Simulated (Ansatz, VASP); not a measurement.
## CoTePb2F6: VASP beside Ansatz

```
Pb Co Te F
1.0
    -2.97813    2.97813    4.21044
     2.97813   -2.97813    4.21044
     2.97813    2.97813   -4.21044
Pb Co Te F
2 1 1 6
Direct
  0.25000 0.75000 0.50000
  0.75000 0.25000 0.50000
  0.00000 0.00000 0.00000
  0.50000 0.50000 0.00000
  0.26145 0.26145 0.52290
  0.26145 0.73855 0.00000
  0.73855 0.73855 0.47710
  0.73855 0.26145 0.00000
  0.25960 0.25960 0.00000
  0.74040 0.74040 0.00000
```

Alike in both runs: task single point; functional PBE; k mesh 4 × 4 × 4; occupations fermi-dirac, width 0.0572 eV; no spin polarisation.

|  | VASP | Ansatz |
| --- | --- | --- |
| version | VASP 6.6.1 | Ansatz 0.2.0 |
| potentials or method | VASP PAW PBE potentials, release 64 (Pb_d, Co, Te, F), cutoff 520 eV | PAW plane waves |
| valence electrons in the cell | 85 | 103 |

|  | VASP | Ansatz | Ansatz less VASP |
| --- | --- | --- | --- |
| gap on the k mesh at the Fermi level (eV) | none | none | - |
| pressure (GPa) | 18.5 | 19.0 | +0.55 |
| traceless stress, the component that is largest in VASP (GPa) | -0.49 | -0.49 | -0.001 |
| rms of the force components (eV/Å) | 1.194 | 1.199 | +0.0053 |

Atom by atom the forces differ by 0.005 eV/Å (rms over components). A gap of «none» marks a metal or a gap that the smearing closes. The functional is the same, so the differences come from potentials, cutoffs and numerics. VASP's potentials hold 85 valence electrons a cell and Ansatz's 103, so a difference there can come from the potentials and not from the codes.

The k mesh is coarse, so the values compare programs but aren't converged. Neither program's run includes spin-orbit coupling.
